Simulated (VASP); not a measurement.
# CaO in VASP: a series of runs, part 2 of 2

VASP 6.6.1.

### Step 5. Single point, LDA (z stretched by +0.5 %, x and y held)

File INCAR:

```
SYSTEM = CaO
PREC = Accurate ; ENCUT = 520
EDIFF = 1E-6 ; ISMEAR = 0
SIGMA = 0.01 ; LREAL = .False.
LASPH = .True. ; NELM = 60
ALGO = Normal ; ISIF = 2
LWAVE = .False. ; LCHARG = .False.
NBANDS = 15
```

File KPOINTS:

```
regular mesh
0
Gamma
  8 8 8
  0 0 0
```

File POSCAR:

```
CaO
1.0
    0.0000000000      2.3539498109      2.3657195599
    2.3539498109      0.0000000000      2.3657195599
    2.3539498109      2.3539498109      0.0000000000
Ca O
1 1
Direct
    0.0000000000      0.0000000000      0.0000000000
    0.5000000000      0.5000000000      0.5000000000
```

Potentials or basis: VASP PAW LDA potentials, release 64 (Ca_sv, O).

The run is started by

```bash
cat potpaw_LDA.64/Ca_sv/POTCAR potpaw_LDA.64/O/POTCAR > POTCAR
mpirun -np 1 vasp_std > vasp.out
```

OUTCAR:

```text
SYSTEM = CaO
   PREC = Accurate
   ENCUT = 520
   EDIFF = 1E-6
   ISMEAR = 0
   LREAL = .False.
   LASPH = .True.
   NELM = 60
   ISIF = 2

 ion  position               nearest neighbor table
   1  0.000  0.000  0.000-   2 2.35   2 2.35   2 2.35   2 2.35   2 2.37   2 2.37
   2  0.500  0.500  0.500-   1 2.35   1 2.35   1 2.35   1 2.35   1 2.37   1 2.37

  LATTYP: Found a body centered tetragonal cell.
 ALAT       =     3.3289877477
 C/A-ratio  =     1.4212846302

  Lattice vectors:

 A1 = (  -2.3539498109,   0.0000000000,   2.3657195599)
 A2 = (   2.3539498109,   0.0000000000,   2.3657195599)
 A3 = (   0.0000000000,   2.3539498109,  -2.3657195599)

Analysis of symmetry for initial positions (statically):
=====================================================================
 Subroutine PRICEL returns:
 Original cell was already a primitive cell.

 Routine SETGRP: Setting up the symmetry group for a
 body centered tetragonal supercell.

 Subroutine GETGRP returns: Found 16 space group operations
 (whereof 16 operations were pure point group operations)
 out of a pool of 16 trial point group operations.

The static configuration has the point symmetry D_4h.

Analysis of symmetry for dynamics (positions and initial velocities):
=====================================================================
 Subroutine PRICEL returns:
 Original cell was already a primitive cell.

 Routine SETGRP: Setting up the symmetry group for a
 body centered tetragonal supercell.

 Subroutine GETGRP returns: Found 16 space group operations
 (whereof 16 operations were pure point group operations)
 out of a pool of 16 trial point group operations.

The dynamic configuration has the point symmetry D_4h.

 Subroutine INISYM returns: Found 16 space group operations
 (whereof 16 operations are pure point group operations),
 and found     1 'primitive' translations

----------------------------------------------------------------------------------------

                                     Primitive cell

  volume of cell :      26.2173

  direct lattice vectors                    reciprocal lattice vectors
     0.000000000  2.353949811  2.365719560    -0.212408947  0.212408947  0.211352186
     2.353949811  0.000000000  2.365719560     0.212408947 -0.212408947  0.211352186
     2.353949811  2.353949811  0.000000000     0.212408947  0.212408947 -0.211352186

  length of vectors
     3.337320594  3.337320594  3.328987748     0.367293980  0.367293980  0.367293980

  position of ions in fractional coordinates (direct lattice)
     0.000000000  0.000000000  0.000000000
     0.500000000  0.500000000  0.500000000

  ion indices of the primitive-cell ions
   primitive index   ion index
                 1           1
                 2           2

----------------------------------------------------------------------------------------

 KPOINTS: regular mesh

Automatic generation of k-mesh.
 Grid dimensions read from file:
 generate k-points for:    8    8    8

 Generating k-lattice:

  Cartesian coordinates                     Fractional coordinates (reciprocal lattice)
    -0.026551118  0.026551118  0.026419023     0.125000000  0.000000000  0.000000000
     0.026551118 -0.026551118  0.026419023     0.000000000  0.125000000  0.000000000
     0.026551118  0.026551118 -0.026419023     0.000000000  0.000000000  0.125000000

  Length of vectors
     0.045911748  0.045911748  0.045911748

  Shift w.r.t. Gamma in fractional coordinates (k-lattice)
     0.000000000  0.000000000  0.000000000

 Subroutine IBZKPT returns following result:
 ===========================================

 Found     59 irreducible k-points:

 Following reciprocal coordinates:
            Coordinates               Weight
  0.000000  0.000000  0.000000      1.000000
  0.125000  0.000000  0.000000      8.000000
  0.250000  0.000000  0.000000      8.000000
  0.375000  0.000000  0.000000      8.000000
  0.500000  0.000000  0.000000      4.000000
  0.125000  0.125000  0.000000      2.000000
[... 16 lines left out ...]
  0.250000  0.000000  0.125000     16.000000
  0.375000  0.000000  0.125000     16.000000
 [... further k-points ...]
   k-points           NKPTS =     59   k-points in BZ     NKDIM =     59   number of bands    NBANDS=     15
   number of dos      NEDOS =    301   number of ions     NIONS =      2
   total plane-waves  NPLWV =  21952
   dimension x,y,z NGX =    28 NGY =   28 NGZ =   28
   dimension x,y,z NGXF=    56 NGYF=   56 NGZF=   56
   ions per type =               1   1
   NGX,Y,Z   is equivalent  to a cutoff of  13.95, 13.95, 13.98 a.u.
   NGXF,Y,Z  is equivalent  to a cutoff of  27.90, 27.90, 27.97 a.u.
 SYSTEM =  CaO
   PREC   = accura    normal or accurate (medium, high low for compatibility)
   ISTART =      0    job   : 0-new  1-cont  2-samecut
   ICHARG =      2    charge: 1-file 2-atom 10-const
   ISPIN  =      1    spin polarized calculation?
   LNONCOLLINEAR =      F non collinear calculations
   LSORBIT =      F    spin-orbit coupling
   LASPH  =      T    aspherical Exc in radial PAW
   ENCUT  =  520.0 eV  38.22 Ry    6.18 a.u.   6.21  6.21  6.19*2*pi/ulx,y,z
   NELM   =     60;   NELMIN=  2; NELMDL= -5     # of ELM steps
   EDIFF  = 0.1E-05   stopping-criterion for ELM
   LREAL  =      F    real-space projection
   EDIFFG = 0.1E-04   stopping-criterion for IOM
   NSW    =      0    number of steps for IOM
   IBRION =     -1    ionic relax: 0-MD 1-quasi-New 2-CG
   NFREE  =      0    steps in history (QN), initial steepest desc. (CG)
   ISIF   =      2    stress and relaxation
   ISYM   =      2    0-nonsym 1-usesym 2-fastsym
   POTIM  = 0.5000    time-step for ionic-motion
   TEBEG  =    0.0;   TEEND  =   0.0 temperature during run
   PSTRESS=    0.0 pullay stress
   NELECT =      16.0000    total number of electrons
   NUPDOWN=      -1.0000    fix difference up-down
   EMIN   =  10.00;   EMAX   =-10.00  energy-range for DOS
   EFERMI =   0.00;   METHOD = LEGACY
   ISMEAR =     0;   SIGMA  =   0.01  broadening in eV -4-tet -1-fermi 0-gaus
   EFERMI_NEDOS =   21; number of points for ismear=-14 and -15
   IALGO  =     38    algorithm
   IMIX   =      4    mixing-type and parameters
     AMIX     =   0.40;   BMIX     =  1.00
     AMIX_MAG =   1.60;   BMIX_MAG =  1.00
  volume/ion in A,a.u.               =      13.11        88.46
  Fermi-wavevector in a.u.,A,eV,Ry     =   1.388627  2.624125 26.235910  1.928285
  Thomas-Fermi vector in A             =   2.512735
   LORBIT       =      0    0 simple, 1 ext, 2 COOP (PROOUT), +10 PAW based schemes
   GGA     = CA    functional components
   LHFCALC =     F    Hartree Fock is set to
   AEXX    =    0.0000 exact exchange contribution
   IVDW    =     0    specifies the selected vdW correction
   LEPSILON=     F    determine dielectric tensor
   LRPA    =     F    only Hartree local field effects (RPA)
 non-spin polarized calculation
 Gauss-broadening in eV      SIGMA  =   0.01
  energy-cutoff  :      520.00
  volume of cell :       26.22
 maximum number of plane-waves:       725
 NGX is ok and might be reduce to    28
   NGX = 13   NGY = 13   NGZ = 13

 number of electron      15.9999998 magnetization

 Free energy of the ion-electron system (eV)
  ---------------------------------------------------
  ext. energy  EPLUGINS =         0.00000000
  ---------------------------------------------------
  free energy    TOTEN  =       -14.22076351 eV

  energy without entropy =      -14.22076351  energy(sigma->0) =      -14.22076351

 E-fermi :   2.4100     XC(G=0): -11.3127

 val. band max:        2.3605093717   @ k =   0.0000   0.0000   0.0000
 cond. band min:       5.7729120132   @ k =   0.5000   0.0000   0.5000
 fundamental gap:      3.4124026415
 Fermi energy:         2.4100420170

 k-point     1 :       0.0000    0.0000    0.0000
  band No.  band energies     occupation
      1     -34.4863      2.00000
      2     -15.4851      2.00000
      3     -15.4832      2.00000
      4     -15.4832      2.00000
      5     -12.9658      2.00000
      6       2.3447      2.00000
      7       2.3605      2.00000
      8       2.3605      2.00000
      9       7.3935      0.00000
     10       8.5679      0.00000
     11       8.6053      0.00000
     12       8.6053      0.00000
     13      10.2358      0.00000
     14      10.2838      0.00000
[... 401 lines left out ...]
      2     -16.5920      2.00000
      3     -15.5922      2.00000
      4     -15.5838      2.00000
      5     -11.8370      2.00000
      6       0.1578      2.00000
      7       1.2670      2.00000
      8       1.4835      2.00000
      9       8.2533      0.00000
     10      10.1664      0.00000
     11      10.7958      0.00000
     12      10.8196      0.00000
     13      12.0098      0.00000
     14      13.0461      0.00000
     15      18.2180      0.00000

 [... further k-points ...]
[... 5 lines left out ...]
  --------------------------------------------------------------------------------------
  -------------------------------------------------------------------------------------
  Total        0.1120735      0.1120735     -0.0511856      0.0000000     -0.0000000      0.0000000
  in kB        6.8489815      6.8489815     -3.1280281      0.0000000     -0.0000000      0.0000000
  external PRESSURE =       3.5233116 kB  Pullay stress =       0.0000000 kB

 VOLUME and BASIS-vectors are now :
 -----------------------------------------------------------------------------
  energy-cutoff  :      520.00
  volume of cell :       26.22
      direct lattice vectors                 reciprocal lattice vectors
     0.000000000  2.353949811  2.365719560    -0.212408947  0.212408947  0.211352186
     2.353949811  0.000000000  2.365719560     0.212408947 -0.212408947  0.211352186
     2.353949811  2.353949811  0.000000000     0.212408947  0.212408947 -0.211352186

 POSITION                                       TOTAL-FORCE (eV/Angst)
 -----------------------------------------------------------------------------------
      0.00000      0.00000      0.00000        -0.000000     -0.000000      0.000000
      2.35395      2.35395      2.36572         0.000000      0.000000      0.000000
 -----------------------------------------------------------------------------------
    total drift:                                0.000000      0.000000      0.000000

  FREE ENERGIE OF THE ION-ELECTRON SYSTEM (eV)
  ---------------------------------------------------
  free  energy   TOTEN  =       -14.2207635117 eV

  energy  without entropy=      -14.2207635117  energy(sigma->0) =      -14.22076351
```

stdout:

```text
POSCAR found type information on POSCAR CaO
 POSCAR found :  2 types and       2 ions
 scaLAPACK will be used
 LDA part: xc-table for (Slater(with rela. corr.)+CA(PZ))
 , standard interpolation
 POSCAR, INCAR and KPOINTS ok, starting setup
 FFT: planning ... GRIDC
 FFT: planning ... GRID_SOFT
 FFT: planning ... GRID
 WAVECAR not read
 entering main loop
```

Wall time 10 s (1 thread of Intel Xeon 6975P-C (Granite Rapids), shared host); peak memory 0.15 GiB.

Results:

- Free energy: -14.2208 eV
- Pressure: 0.4 GPa
- Band gap on the k mesh: 3.41 eV, indirect (least direct gap 3.77 eV)

Stress tensor (GPa, compression positive):
```
 0.68  0.00  0.00
 0.00  0.68  0.00
 0.00  0.00 -0.31
```

Levels at points of the mesh, in eV from the valence-band top:
```
           k point  band 4  band 5  band 6  band 7  band 8  band 9  band 10  band 11  band 12  band 13
(0.00, 0.00, 0.00)  -17.84  -15.33   -0.02    0.00    0.00    5.03     6.21     6.24     6.24     7.88
(0.50, 0.00, 0.00)  -17.91  -13.81   -2.86   -1.36   -1.36    7.22     8.61     8.61     8.75    10.88
(0.50, 0.50, 0.00)  -18.13  -15.08   -1.30   -0.36   -0.36    3.43     8.44     9.20     9.92     9.92
(0.50, 0.00, 0.50)  -18.14  -15.08   -1.27   -0.38   -0.36    3.41     8.45     9.20     9.90     9.94
```

Caveat: the cell differs from its parent crystal (z stretched by +0.5 %, x and y held).

### Step 6. Single point, LDA (equal xy, yz and zx engineering shears of -0.5 %)

File INCAR:

```
SYSTEM = CaO
ALGO = Normal
EDIFF = 1E-6
ENCUT = 520
GGA = CA
ISIF = 2
ISMEAR = 0
LASPH = .TRUE.
LCHARG = .FALSE.
LREAL = .FALSE.
LWAVE = .FALSE.
NBANDS = 15
NELM = 60
PREC = Accurate
SIGMA = 0.01
```

File KPOINTS:

```
k-points
0
G
  8 8 8
  0 0 0
```

File POSCAR:

```
CaO
1.0
   -0.0117697490      2.3480649364      2.3480649364
    2.3480649364     -0.0117697490      2.3480649364
    2.3480649364      2.3480649364     -0.0117697490
Ca O
1 1
Direct
    0.0000000000      0.0000000000      0.0000000000
    0.5000000000      0.5000000000      0.5000000000
```

Potentials or basis: VASP PAW LDA potentials, release 64 (Ca_sv, O).

The run is started by

```bash
cat potpaw_LDA.64/Ca_sv/POTCAR potpaw_LDA.64/O/POTCAR > POTCAR
mpirun -np 1 vasp_std > vasp.out
```

It took 12 s on 1 thread of Intel Xeon 6975P-C (Granite Rapids), shared host; peak memory 0.15 GiB.

Results (log left out):

- Free energy: -14.2199 eV
- Pressure: 1.0 GPa
- Band gap on the k mesh: 3.40 eV, indirect (least direct gap 3.76 eV)

Stress tensor (GPa, compression positive):
```
0.99 0.39 0.39
0.39 0.99 0.39
0.39 0.39 0.99
```

Levels at points of the mesh, in eV from the valence-band top:
```
           k point  band 5  band 6  band 7  band 8  band 9  band 10  band 11  band 12
(0.00, 0.00, 0.00)  -15.35   -0.03   -0.03    0.00    5.06     6.20     6.20     6.29
(0.50, 0.00, 0.00)  -13.80   -2.88   -1.39   -1.35    7.22     8.58     8.65     8.77
(0.50, 0.50, 0.00)  -15.10   -1.29   -0.39   -0.36    3.40     8.47     9.21     9.94
(0.50, 0.50, 0.50)  -13.81   -2.88   -1.41   -1.41    7.24     8.66     8.66     8.77
```

Caveat: the cell differs from its parent crystal (equal xy, yz and zx engineering shears of -0.5 %).

### Step 7. Overview

| cell | gap on the mesh (eV) | pressure (GPa) |
| --- | --- | --- |
| a = 3.312 Å, angles 60.0°, 2 atoms | 3.41 | 3.1 |
| a = 3.346 Å, angles 60.0°, 2 atoms | 3.43 | -0.9 |
| a = 3.321, b = 3.321, c = 3.329 Å, angles 59.9, 59.9, 60.2°, 2 atoms | 3.39 | 1.7 |
| a = 3.337, b = 3.337, c = 3.329 Å, angles 60.1, 60.1, 59.8°, 2 atoms | 3.41 | 0.4 |
| a = 3.321 Å, angles 60.3°, 2 atoms | 3.40 | 1.0 |

Alike in all rows: task single point; level LDA; potentials or basis VASP PAW LDA potentials, release 64 (Ca_sv, O); no spin polarisation; k mesh 8 × 8 × 8; cutoff (eV) 520; smearing gaussian 0.01 eV.

Absolute energies hang on the potentials; compare differences alone.
